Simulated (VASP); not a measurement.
Runs of VASP 6.6.1 on Ga3BAs4. The structure is that of space group P-43m (No. 215), or close to it. The cells are those of the table. 

```tsv
level	cell	gap on the mesh (eV)	pressure (GPa)	largest force (eV/Å)
r2SCAN	a = 5.450 Å, 8 atoms	0.80	0.2	-
PBE	a = 5.619 Å, 8 atoms	0.20	-3.6	0.01
r2SCAN	a = 5.395 Å, 8 atoms	0.86	2.9	0.02
PBE	a = 5.511 Å, 8 atoms	0.53	0.2	0.01
PBE	a = 5.566 Å, 8 atoms	0.40	-1.8	0.01
PBE	a = 5.399 Å, 8 atoms	0.64	5.5	-
r2SCAN	a = 5.339 Å, 8 atoms	0.92	(b)	(a)
r2SCAN	a = 5.504 Å, 8 atoms	0.74	-2.2	0.01
r2SCAN	a = 5.557 Å, 8 atoms	0.69	-4.3	0.02
PBE	a = 5.455 Å, 8 atoms	0.59	2.6	0.01
```

Alike in all rows: task single point; potentials or basis VASP PAW PBE potentials, release 64 (B, As, Ga_d); no spin polarisation; k mesh 4 × 4 × 4; cutoff (eV) 520; smearing gaussian 0.01 eV.

**Question.** Fill in the values left out.

**Answer.** (a) 0.04; (b) 6.1.

Caveats: the PAW data sets were made with another functional, which shifts forces and pressure a little (some runs).

A k mesh can miss the band edges, and the runs leave out spin-orbit coupling on As, Ga.
